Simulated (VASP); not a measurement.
Wanted: the native input for a VASP 6.6.1 run.

```yaml
Task: single point
Functional: r2SCAN
Potentials_or_basis: VASP PAW PBE potentials, release 64 (Al)
Cutoff: 520 eV
k_mesh: 18 × 18 × 14
Occupations: gaussian, width 0.1 eV
Spin: no spin polarisation
Dipole_correction: no
Further_INCAR_settings: ALGO = Normal; EDIFF = 1e-06; NBANDS = 10
```

The system is Al.

```
Al
1.0
     1.98810    1.98810    0.00000
    -1.98810    1.98810    0.00000
     0.00000    0.00000    4.05257
Al
2
Direct
  0.00000 0.00000 0.00000
  0.50000 0.50000 0.50000
```

This cell differs from its parent crystal: uniaxial strain along c: +1.5 %, then relaxed in part.

These files were run (other wordings do the same):

POSCAR

```
Al
1.0
    1.9880971945      1.9880971945      0.0000000000
   -1.9880971945      1.9880971945      0.0000000000
    0.0000000000      0.0000000000      4.0525695595
Al
2
Direct
    0.0000000000      0.0000000000      0.0000000000
    0.5000000000      0.5000000000      0.5000000000
```

INCAR.step1

```
ALGO = Normal ; EDIFF = 1E-4
ENCUT = 520 ; GGA = PE
ISMEAR = 0 ; LASPH = T
LCHARG = F ; LREAL = F
LWAVE = T ; NBANDS = 10
NELM = 60 ; PREC = Accurate
SIGMA = 0.1
```

INCAR.step2

```
ALGO = Normal ; EDIFF = 1E-6
ENCUT = 520 ; ISIF = 2
ISMEAR = 0 ; ISTART = 1
LASPH = T ; LCHARG = F
LMIXTAU = T ; LREAL = F
LWAVE = F ; METAGGA = R2SCAN
NBANDS = 10 ; NELM = 60
PREC = Accurate ; SIGMA = 0.1
```

KPOINTS

```
k-points
0
Gamma
  18 18 14
```

Potentials or basis: VASP PAW PBE potentials, release 64 (Al).

Command:

```console
$ cat potpaw_PBE.64/Al/POTCAR > POTCAR
$ cp INCAR.step1 INCAR
$ mpirun -np 1 vasp_std > vasp.out
$ cp INCAR.step2 INCAR
$ mpirun -np 1 vasp_std > vasp.out
```

Results of the run:

```json
{"Pressure": "-0.9 GPa", "Band gap on the k mesh": "zero (bands 3 and 4 overlap by 12.55 eV)"}
```

Caveat: the cell differs from its parent crystal (uniaxial strain along c: +1.5 %, then relaxed in part); the PAW data sets were made with another functional, which shifts forces and pressure a little.

Wall time 2 min on 1 thread of Intel(R) Xeon(R) 6975P-C (Granite Rapids), with other jobs on the host, peak memory 0.23 GiB.
